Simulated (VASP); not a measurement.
Set up this calculation in VASP 6.6.1, as the native input.

- Task: single point
- Functional: PBE
- Potentials or basis: VASP PAW PBE potentials, release 64 (Al, W_sv)
- Cutoff: 500 eV
- k mesh: 3 × 3 × 4
- Occupations: gaussian, width 0.2 eV
- Spin: no spin polarisation
- Dipole correction: no
- Further INCAR settings: ALGO = Normal; EDIFF = 1e-06; NBANDS = 25

The structure of Al6W lies in POSCAR:

```
Al6W
1.0
    7.6027955228     -0.0000000039      0.0000000000
   -3.8013977580      6.5842140645      0.0000000000
    0.0000000000      0.0000000000      4.6074449282
Al W
6 1
Direct
    0.3333333333      0.6666666667      0.5000000000
    0.6666666667      0.3333333333      0.5000000000
    0.3203197073      0.0000000000      0.5000000000
    0.0000000000      0.3203197073      0.5000000000
    0.6796802927      0.6796802927      0.5000000000
    0.0000000000      0.0000000000      0.5000000000
    0.0000000000      0.0000000000      0.0000000000
```

The cell was built from a structure type or drawn by symmetry, and may not be a known phase.

The input as run:

INCAR

```
ALGO = Normal
EDIFF = 1E-6
ENCUT = 500
GGA = PE
GGA_COMPAT = F
ISIF = 2
ISMEAR = 0
LASPH = T
LCHARG = F
LREAL = F
LWAVE = F
NBANDS = 25
NELM = 120
PREC = Accurate
SIGMA = 0.2
```

KPOINTS

```
k-points
0
Gamma
  3 3 4
```

Potentials or basis: VASP PAW PBE potentials, release 64 (Al, W_sv).

Command:

```bash
$ cat potpaw_PBE.64/Al/POTCAR potpaw_PBE.64/W_sv/POTCAR > POTCAR
$ mpirun -np 1 vasp_std > vasp.out
```

It gave:

| Quantity | Value |
| --- | --- |
| Pressure | 0.5 GPa |
| Largest force | 0.007 eV/Å |
| Band gap on the k mesh | zero (bands 16 and 17 overlap by 0.28 eV) |

Caveat: spin-orbit coupling is left out, which moves the levels of the heavy elements.

Run time: 32 s on 1 thread of Intel(R) Xeon(R) 6975P-C (Granite Rapids), on a shared host, peak memory 0.33 GiB.
